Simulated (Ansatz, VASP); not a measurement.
## Two plane-wave programs on Bi

```
Bi
1.0
     0.00000    2.46914    2.46914
     2.46914    0.00000    2.46914
     2.46914    2.46914    0.00000
Bi
1
Direct
  0.00000 0.00000 0.00000
```

Alike in both runs: functional PBEsol; k mesh 6 × 6 × 6; occupations gaussian, width 0.1 eV; no spin polarisation.

Ansatz relaxed the structure, and its values are those at the end. VASP's run is a single point on that final structure, the one shown.

|  | VASP | Ansatz |
| --- | --- | --- |
| version | VASP 6.6.1 | Ansatz 0.2.0 |
| potentials or method | VASP PAW PBE potentials, release 64 (Bi_d), cutoff 520 eV | scalar-relativistic, plane waves, PAW |
| valence electrons in the cell | 15 | 15 |

|  | VASP | Ansatz | Ansatz less VASP |
| --- | --- | --- | --- |
| gap on the k mesh at the Fermi level (eV) | none | none | - |
| pressure (GPa) | -0.1 | 0.0 | +0.09 |

VASP's potentials were made for PBE, not for PBEsol. A gap of «none» marks a metal or a gap that the smearing closes.

The k mesh is coarse, so the values compare programs but aren't converged. Neither program's run includes spin-orbit coupling.
